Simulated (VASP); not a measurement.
Here is a VASP 6.6.1 calculation.

File INCAR:

```
SYSTEM = H2C2O3
ALGO = Normal
EDIFF = 1E-6
ENCUT = 1000
GGA = PS
GGA_COMPAT = .FALSE.
ISIF = 2
ISMEAR = -1
LASPH = .TRUE.
LCHARG = .FALSE.
LREAL = Auto
LWAVE = .FALSE.
NBANDS = 58
NELM = 120
PREC = Accurate
SIGMA = 0.02
```

File KPOINTS:

```
k-points
0
G
  1 1 1
  0 0 0
```

The input POSCAR:

```
H2C2O3
1.0
    7.1334920000      0.0000000000      0.0000000000
    0.0000000000      7.1334920000      0.0000000000
    0.0000000000      0.0000000000      7.1334920000
O C H
9 6 6
Direct
    0.7108019466      0.0000700919      0.7513150642
    0.8164865118      0.1165768462      1.0567475228
    0.7303716048      0.6960546111      0.2052010432
    0.4819799335      0.9154282363      0.1391043825
    0.0472699766      0.4769333168      0.0493166601
    0.3262217158      0.4111590789     -0.0913017075
    0.0423915804      0.3754542656      0.5762955927
    1.1047324368      0.8356496370      0.2652417638
    0.4683540684      0.3373803461      0.4918909280
    0.8328319426      0.0737506960      0.8921857626
    0.5562633280      0.7633428341      0.1799118861
    0.2272239178      0.5062317305      0.0101212702
   -0.0583725334      0.4705549540      0.5010589484
    1.0730929536      0.8274068296      0.4229204995
    0.5468850319      0.4560319126      0.4267194804
    0.5768423095      0.0463447635      0.7936365528
    0.9642822898      0.0664050650      0.8028326099
    0.8105287004      0.7586186401      0.1135628946
    0.4430508929      0.6560741920      0.2040234993
   -0.0039391647      0.3412494189      0.0514334354
    0.2594802097      0.6508593547      0.0254573777
```

Potentials or basis: VASP PAW PBE potentials, release 64 (O_h, C_h, H_h).

Command:

```sh
$ cat potpaw_PBE.64/O_h/POTCAR potpaw_PBE.64/C_h/POTCAR potpaw_PBE.64/H_h/POTCAR > POTCAR
$ mpirun -np 1 vasp_gam > vasp.out
```

Task: What does it give for the largest force?

Result: 4.690 eV/Å.

Task: Predict the pressure.

Result: -0.5 GPa.

Stress tensor (GPa, compression positive):
```
-0.05  1.51 -0.34
 1.51  0.74 -1.57
-0.34 -1.57 -2.23
```

Caveat: the k points lie up to 0.88 Å⁻¹ apart, too coarse for converged energies, forces and pressures; the atoms stand as in a frame of molecular dynamics; the PAW data sets were made with another functional, which shifts forces and pressure a little.
